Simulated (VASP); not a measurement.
# Si (Fd-3m) in VASP: a series of runs

The runs below take Si through single point, with LDA.

Program: VASP 6.6.1. These are calculated values, not measurements. Logs are shortened: lines on timing, memory, paths and dates and some standing lists are left out, and cuts for length are marked.

### Step 1. The cell of the first run

It takes space group Fd-3m (No. 227, cubic). Conventional cell: a = 5.449 Å, b = 5.449 Å, c = 5.449 Å, α = 90.00°, β = 90.00°, γ = 90.00°. Si (site symmetry -43m) has 4 Si at 2.36 Å within 3.1 Å.

### Step 2. Single point, LDA (volume scaled by 1.01)

File INCAR:

```
PREC = Accurate
ENCUT = 520
EDIFF = 1E-6
ISMEAR = -1
SIGMA = 0.08
LREAL = F
LASPH = T
NELM = 60
ALGO = Normal
ISIF = 2
LWAVE = F
LCHARG = F
NBANDS = 11
```

File KPOINTS:

```
Automatic mesh
0
Gamma
  12 12 12
```

File POSCAR:

```
Si
1.0
    0.0000000000      2.7244915613      2.7244915613
    2.7244915613      0.0000000000      2.7244915613
    2.7244915613      2.7244915613      0.0000000000
Si
2
Direct
    0.5000000000      0.5000000000      0.5000000000
    0.7500000000      0.7500000000      0.7500000000
```

Potentials or basis: VASP PAW LDA potentials, release 64 (Si).

Started as:

```
$ cat potpaw_LDA.64/Si/POTCAR > POTCAR
$ mpirun -np 1 vasp_std > vasp.out
```

OUTCAR:

```text
PREC = Accurate
   ENCUT = 520
   EDIFF = 1E-6
   ISMEAR = -1
   LREAL = F
   LASPH = T
   NELM = 60
   ISIF = 2

 ion  position               nearest neighbor table
   1  0.500  0.500  0.500-   2 2.36   2 2.36   2 2.36   2 2.36
   2  0.750  0.750  0.750-   1 2.36   1 2.36   1 2.36   1 2.36

  LATTYP: Found a face centered cubic cell.
 ALAT       =     5.4489831226

  Lattice vectors:

 A1 = (   0.0000000000,   2.7244915613,   2.7244915613)
 A2 = (   2.7244915613,   0.0000000000,   2.7244915613)
 A3 = (   2.7244915613,   2.7244915613,   0.0000000000)

Analysis of symmetry for initial positions (statically):
[... 5 lines left out ...]
 face centered cubic supercell.

 Subroutine GETGRP returns: Found 48 space group operations
 (whereof 24 operations were pure point group operations)
 out of a pool of 48 trial point group operations.

The static configuration has the point symmetry T_d .
 The point group associated with its full space group is O_h .

Analysis of symmetry for dynamics (positions and initial velocities):
[... 5 lines left out ...]
 face centered cubic supercell.

 Subroutine GETGRP returns: Found 48 space group operations
 (whereof 24 operations were pure point group operations)
 out of a pool of 48 trial point group operations.

The dynamic configuration has the point symmetry T_d .
 The point group associated with its full space group is O_h .

 Subroutine INISYM returns: Found 48 space group operations
 (whereof 24 operations are pure point group operations),
 and found     1 'primitive' translations

----------------------------------------------------------------------------------------

                                     Primitive cell

  volume of cell :      40.4470

  direct lattice vectors                    reciprocal lattice vectors
     0.000000000  2.724491561  2.724491561    -0.183520480  0.183520480  0.183520480
     2.724491561  0.000000000  2.724491561     0.183520480 -0.183520480  0.183520480
     2.724491561  2.724491561  0.000000000     0.183520480  0.183520480 -0.183520480

  length of vectors
     3.853012917  3.853012917  3.853012917     0.317866796  0.317866796  0.317866796

  position of ions in fractional coordinates (direct lattice)
     0.500000000  0.500000000  0.500000000
     0.750000000  0.750000000  0.750000000

  ion indices of the primitive-cell ions
   primitive index   ion index
                 1           1
                 2           2

----------------------------------------------------------------------------------------

 KPOINTS: Automatic mesh

Automatic generation of k-mesh.
 Grid dimensions read from file:
 generate k-points for:   12   12   12

 Generating k-lattice:

  Cartesian coordinates                     Fractional coordinates (reciprocal lattice)
    -0.015293373  0.015293373  0.015293373     0.083333333  0.000000000  0.000000000
     0.015293373 -0.015293373  0.015293373     0.000000000  0.083333333  0.000000000
     0.015293373  0.015293373 -0.015293373     0.000000000  0.000000000  0.083333333

  Length of vectors
     0.026488900  0.026488900  0.026488900

  Shift w.r.t. Gamma in fractional coordinates (k-lattice)
     0.000000000  0.000000000  0.000000000

 Subroutine IBZKPT returns following result:
 ===========================================

 Found     72 irreducible k-points:

 Following reciprocal coordinates:
            Coordinates               Weight
  0.000000  0.000000  0.000000      1.000000
  0.083333  0.000000  0.000000      8.000000
  0.166667  0.000000  0.000000      8.000000
  0.250000  0.000000  0.000000      8.000000
  0.333333  0.000000  0.000000      8.000000
  0.416667  0.000000  0.000000      8.000000
[... 16 lines left out ...]
  0.500000  0.166667  0.000000     24.000000
 -0.416667  0.166667  0.000000     24.000000
 [... further k-points ...]
   k-points           NKPTS =     72   k-points in BZ     NKDIM =     72   number of bands    NBANDS=     11
   number of dos      NEDOS =    301   number of ions     NIONS =      2
   total plane-waves  NPLWV =  27000
   dimension x,y,z NGX =    30 NGY =   30 NGZ =   30
   dimension x,y,z NGXF=    60 NGYF=   60 NGZF=   60
   ions per type =               2
   NGX,Y,Z   is equivalent  to a cutoff of  12.94, 12.94, 12.94 a.u.
   NGXF,Y,Z  is equivalent  to a cutoff of  25.89, 25.89, 25.89 a.u.
 SYSTEM =  unknown system
   PREC   = accura    normal or accurate (medium, high low for compatibility)
   ISTART =      0    job   : 0-new  1-cont  2-samecut
   ICHARG =      2    charge: 1-file 2-atom 10-const
   ISPIN  =      1    spin polarized calculation?
   LNONCOLLINEAR =      F non collinear calculations
   LSORBIT =      F    spin-orbit coupling
   LASPH  =      T    aspherical Exc in radial PAW
   ENCUT  =  520.0 eV  38.22 Ry    6.18 a.u.   7.16  7.16  7.16*2*pi/ulx,y,z
   NELM   =     60;   NELMIN=  2; NELMDL= -5     # of ELM steps
   EDIFF  = 0.1E-05   stopping-criterion for ELM
   LREAL  =      F    real-space projection
   EDIFFG = 0.1E-04   stopping-criterion for IOM
   NSW    =      0    number of steps for IOM
   IBRION =     -1    ionic relax: 0-MD 1-quasi-New 2-CG
   NFREE  =      0    steps in history (QN), initial steepest desc. (CG)
   ISIF   =      2    stress and relaxation
   ISYM   =      2    0-nonsym 1-usesym 2-fastsym
   POTIM  = 0.5000    time-step for ionic-motion
   TEBEG  =    0.0;   TEEND  =   0.0 temperature during run
   PSTRESS=    0.0 pullay stress
   NELECT =       8.0000    total number of electrons
   NUPDOWN=      -1.0000    fix difference up-down
   EMIN   =  10.00;   EMAX   =-10.00  energy-range for DOS
   EFERMI =   0.00;   METHOD = LEGACY
   ISMEAR =    -1;   SIGMA  =   0.08  broadening in eV -4-tet -1-fermi 0-gaus
   EFERMI_NEDOS =   21; number of points for ismear=-14 and -15
   IALGO  =     38    algorithm
   IMIX   =      4    mixing-type and parameters
     AMIX     =   0.40;   BMIX     =  1.00
     AMIX_MAG =   1.60;   BMIX_MAG =  1.00
  volume/ion in A,a.u.               =      20.22       136.47
  Fermi-wavevector in a.u.,A,eV,Ry     =   0.953841  1.802498 12.378755  0.909813
  Thomas-Fermi vector in A             =   2.082533
   LORBIT       =      0    0 simple, 1 ext, 2 COOP (PROOUT), +10 PAW based schemes
   GGA     = CA    functional components
   LHFCALC =     F    Hartree Fock is set to
   AEXX    =    0.0000 exact exchange contribution
   IVDW    =     0    specifies the selected vdW correction
   LEPSILON=     F    determine dielectric tensor
   LRPA    =     F    only Hartree local field effects (RPA)
 non-spin polarized calculation
  energy-cutoff  :      520.00
  volume of cell :       40.45
 maximum number of plane-waves:      1113
 NGX is ok and might be reduce to    30
   NGX = 15   NGY = 15   NGZ = 15

 number of electron       8.0000001 magnetization

 Free energy of the ion-electron system (eV)
  ---------------------------------------------------
  ext. energy  EPLUGINS =         0.00000000
  ---------------------------------------------------
  free energy    TOTEN  =       -11.91232122 eV

  energy without entropy =      -11.91188155  energy(sigma->0) =      -11.91210138

 E-fermi :   5.9036     XC(G=0):  -9.5680

 val. band max:        5.6669044968   @ k =   0.0000   0.0000   0.0000
 cond. band min:       6.1532221455   @ k =   0.4167   0.4167   0.0000
 fundamental gap:      0.4863176487
 Fermi energy:         5.9036045492

 k-point     1 :       0.0000    0.0000    0.0000
  band No.  band energies     occupation
      1      -6.2217      2.00000
      2       5.6669      1.90135
      3       5.6669      1.90135
      4       5.6669      1.90135
      5       8.1868      0.00000
      6       8.1868      0.00000
      7       8.1868      0.00000
      8       8.7610      0.00000
      9      13.3020      0.00000
     10      13.3893      0.00000
     11      13.3893      0.00000

 k-point     2 :       0.0833    0.0000    0.0000
  band No.  band energies     occupation
      1      -6.1315      2.00000
      2       4.7978      2.00000
      3       5.5243      1.98269
      4       5.5243      1.98269
      5       8.1864      0.00000
      6       8.3960      0.00000
      7       8.3960      0.00000
      8       9.4673      0.00000
      9      13.1085      0.00000
     10      13.1085      0.00000
     11      13.6940      0.00000

 k-point     3 :       0.1667    0.0000    0.0000
  band No.  band energies     occupation
      1      -5.8635      2.00000
      2       3.2784      2.00000
      3       5.2205      1.99961
      4       5.2205      1.99961
      5       7.8947      0.00000
      6       8.8273      0.00000
      7       8.8273      0.00000
      8      10.8996      0.00000
      9      12.7287      0.00000
     10      12.7287      0.00000
     11      14.4633      0.00000

 k-point     4 :       0.2500    0.0000    0.0000
  band No.  band energies     occupation
      1      -5.4287      2.00000
      2       1.7424      2.00000
      3       4.9144      1.99999
      4       4.9144      1.99999
      5       7.5595      0.00000
      6       9.1213      0.00000
      7       9.1213      0.00000
      8      12.3497      0.00000
      9      12.8251      0.00000
     10      12.8251      0.00000
     11      14.4053      0.00000
[... 239 lines left out ...]
 k-point    22 :       0.4167    0.1667    0.0000
  band No.  band energies     occupation
      1      -4.3304      2.00000
      2       0.0112      2.00000
      3       3.2350      2.00000
      4       3.8537      2.00000
      5       7.5909      0.00000
      6       9.8141      0.00000
      7      10.4990      0.00000
      8      10.6151      0.00000
      9      15.3611      0.00000
     10      15.7902      0.00000
     11      16.2494      0.00000

 k-point    23 :       0.5000    0.1667    0.0000
  band No.  band energies     occupation
      1      -3.7514      2.00000
      2      -0.9151      2.00000
      3       2.8924      2.00000
      4       3.9073      2.00000
      5       7.6181      0.00000
      6       9.6713      0.00000
      7      10.2311      0.00000
      8      11.9676      0.00000
      9      14.8897      0.00000
     10      16.0594      0.00000
     11      17.2246      0.00000

 k-point    24 :      -0.4167    0.1667    0.0000
  band No.  band energies     occupation
      1      -3.6378      2.00000
      2      -1.0737      2.00000
      3       2.6803      2.00000
      4       4.0900      2.00000
      5       7.7592      0.00000
      6       9.6239      0.00000
      7      10.0068      0.00000
      8      13.4952      0.00000
      9      14.0380      0.00000
     10      14.3774      0.00000
     11      16.6308      0.00000

 [... further k-points ...]
[... 5 lines left out ...]
  --------------------------------------------------------------------------------------
  -------------------------------------------------------------------------------------
  Total       -0.5906708     -0.5906708     -0.5906708      0.0000000     -0.0000000     -0.0000000
  in kB      -23.3975125    -23.3975125    -23.3975125      0.0000000     -0.0000000     -0.0000000
  external PRESSURE =     -23.3975125 kB  Pullay stress =       0.0000000 kB

 VOLUME and BASIS-vectors are now :
 -----------------------------------------------------------------------------
  energy-cutoff  :      520.00
  volume of cell :       40.45
      direct lattice vectors                 reciprocal lattice vectors
     0.000000000  2.724491561  2.724491561    -0.183520480  0.183520480  0.183520480
     2.724491561  0.000000000  2.724491561     0.183520480 -0.183520480  0.183520480
     2.724491561  2.724491561  0.000000000     0.183520480  0.183520480 -0.183520480

 POSITION                                       TOTAL-FORCE (eV/Angst)
 -----------------------------------------------------------------------------------
      2.72449      2.72449      2.72449         0.000000      0.000000      0.000000
      4.08674      4.08674      4.08674        -0.000000     -0.000000     -0.000000
 -----------------------------------------------------------------------------------
    total drift:                                0.000000     -0.000000     -0.000000

  FREE ENERGIE OF THE ION-ELECTRON SYSTEM (eV)
  ---------------------------------------------------
  free  energy   TOTEN  =       -11.9123212179 eV

  energy  without entropy=      -11.9118815487  energy(sigma->0) =      -11.91210138
```

Run time: 12 s. Hardware: 1 thread of Intel Xeon 6975P-C (Granite Rapids), shared host; peak memory 0.15 GiB.

Results:

| Property | Result |
| --- | --- |
| Free energy | -11.9123 eV |
| Pressure | -2.3 GPa |
| Band gap on the k mesh | 0.49 eV, indirect (least direct gap 2.52 eV) |

Levels at points of the mesh, in eV from the valence-band top:
| k point | band 1 | band 2 | band 3 | band 4 | band 5 | band 6 | band 7 | band 8 |
| --- | --- | --- | --- | --- | --- | --- | --- | --- |
| (0.00, 0.00, 0.00) | -11.89 | 0.00 | 0.00 | 0.00 | 2.52 | 2.52 | 2.52 | 3.09 |
| (0.50, 0.00, 0.00) | -9.58 | -6.94 | -1.19 | -1.19 | 1.39 | 3.30 | 3.30 | 7.50 |
| (0.50, 0.50, 0.00) | -7.78 | -7.78 | -2.83 | -2.83 | 0.62 | 0.62 | 9.89 | 9.89 |

 A k mesh can miss the band edges.

### Step 3. Single point, LDA (volume scaled by 1.04)

File INCAR:

```
SYSTEM = Si
ALGO = Normal ; EDIFF = 1E-7
ENCUT = 520 ; ISIF = 2
ISMEAR = -1 ; LASPH = .True.
LCHARG = .False. ; LREAL = .False.
LWAVE = .False. ; NBANDS = 11
NELM = 80 ; PREC = Accurate
SIGMA = 0.08
```

File KPOINTS:

```
k-points
0
Gamma
  12 12 12
  0 0 0
```

File POSCAR:

```
Si
1.0
    0.0000000000      2.7512039663      2.7512039663
    2.7512039663      0.0000000000      2.7512039663
    2.7512039663      2.7512039663      0.0000000000
Si
2
Direct
    0.5000000000      0.5000000000      0.5000000000
    0.7500000000      0.7500000000      0.7500000000
```

Potentials or basis: VASP PAW LDA potentials, release 64 (Si).

Started as:

```
$ cat potpaw_LDA.64/Si/POTCAR > POTCAR
$ mpirun -np 1 vasp_std > vasp.out
```

Wall time 12 s (1 thread of Intel Xeon 6975P-C (Granite Rapids), shared host); peak memory 0.15 GiB.

It converged, with:

* Free energy: -11.8857 eV
* Pressure: -4.7 GPa
* Band gap on the k mesh: 0.53 eV, indirect (least direct gap 2.45 eV)

Levels at points of the mesh, in eV from the valence-band top:
| k point | band 1 | band 2 | band 3 | band 4 | band 5 | band 6 | band 7 | band 8 |
| --- | --- | --- | --- | --- | --- | --- | --- | --- |
| (0.00, 0.00, 0.00) | -11.69 | 0.00 | 0.00 | 0.00 | 2.51 | 2.51 | 2.51 | 2.77 |
| (0.50, 0.00, 0.00) | -9.45 | -6.81 | -1.16 | -1.16 | 1.29 | 3.30 | 3.30 | 7.46 |
| (0.50, 0.50, 0.00) | -7.69 | -7.69 | -2.75 | -2.75 | 0.67 | 0.67 | 9.65 | 9.65 |

 A k mesh can miss the band edges.

(Continued in part 2 of 2.)
